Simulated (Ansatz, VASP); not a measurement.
**TaN in VASP and in Ansatz**

The input INCAR:

```
PREC     = Accurate       # precision mode
ENCUT    = 520            # plane-wave cutoff, eV
EDIFF    = 1E-6           # SCF threshold, eV
ISMEAR   = 0              # smearing method
SIGMA    = 0.15           # smearing width, eV
LREAL    = False          # projectors in reciprocal space
LASPH    = True           # aspherical terms in the spheres
NELM     = 60             # most SCF steps
ALGO     = Normal         # electronic algorithm
ISIF     = 2              # what is computed and relaxed
LWAVE    = False          # write WAVECAR
LCHARG   = False          # write CHGCAR
NBANDS   = 15             # bands
```

Contents of KPOINTS:

```
regular mesh
0
Gamma
  18 18 18
```

Contents of POSCAR:

```
TaN
1.0
    0.0000000000      2.2031871567      2.1742693740
    2.2031871567      0.0000000000      2.1742693740
    2.2031871567      2.2031871567      0.0000000000
Ta N
1 1
Direct
    0.4956387160      0.5043612840      0.5043612840
    0.0563407651     -0.0563407651     -0.0563407651
```

Input for Ansatz:

```yaml
crystal:
  lattice:
    - [0.0, 2.2031871567, 2.174269374]
    - [2.2031871567, 0.0, 2.174269374]
    - [2.2031871567, 2.2031871567, 0.0]
  atoms:
    - { symbol: Ta, position: [0.495638716, 0.504361284, 0.504361284] }
    - { symbol: "N", position: [0.0563407651, -0.0563407651, -0.0563407651] }
basis:
  ecutwfc: 520.0
kpoints:
  mp_grid: { grid: [18, 18, 18] }
hamiltonian:
  xc: lda
scf:
  occupations: { method: gaussian, width: 0.15 }
output:
  forces: true
  stress: true
  eigenvalues: true
```

Change from the starting cell: mode 4 frozen in at -0.245 Å, equal normal strain along x and y +0.0133.

Alike in both runs: task single point; functional LDA; k mesh 18 × 18 × 18; occupations gaussian, width 0.15 eV; no spin polarisation.

```csv
,VASP,Ansatz
version,VASP 6.6.1,Ansatz 0.2.0
potentials or method,"VASP PAW LDA potentials, release 64 (Ta_pv, N), cutoff 520 eV","scalar-relativistic, plane waves, PAW"
valence electrons in the cell,16,18
```

Ansatz gave:

- gap on the k mesh at the Fermi level (eV): none
- pressure (GPa): 2.9
- traceless stress, the component that is largest in VASP (GPa): 20.83
- rms of the force components (eV/Å): 1.654

Question: Which values does VASP return?

Answer: gap on the k mesh at the Fermi level (eV): none; pressure (GPa): 5.0; traceless stress, the component that is largest in VASP (GPa): 21.27; rms of the force components (eV/Å): 1.697.

LDA's correlation is that of Perdew and Zunger in VASP and of Perdew and Wang (1992) in Ansatz. Atom by atom the forces differ by 0.044 eV/Å (rms over components). A gap of «none» marks a metal or a gap that the smearing closes. VASP's potentials hold 16 valence electrons a cell and Ansatz's 18, so a difference there can come from the potentials and not from the codes.

Neither program's run includes spin-orbit coupling.
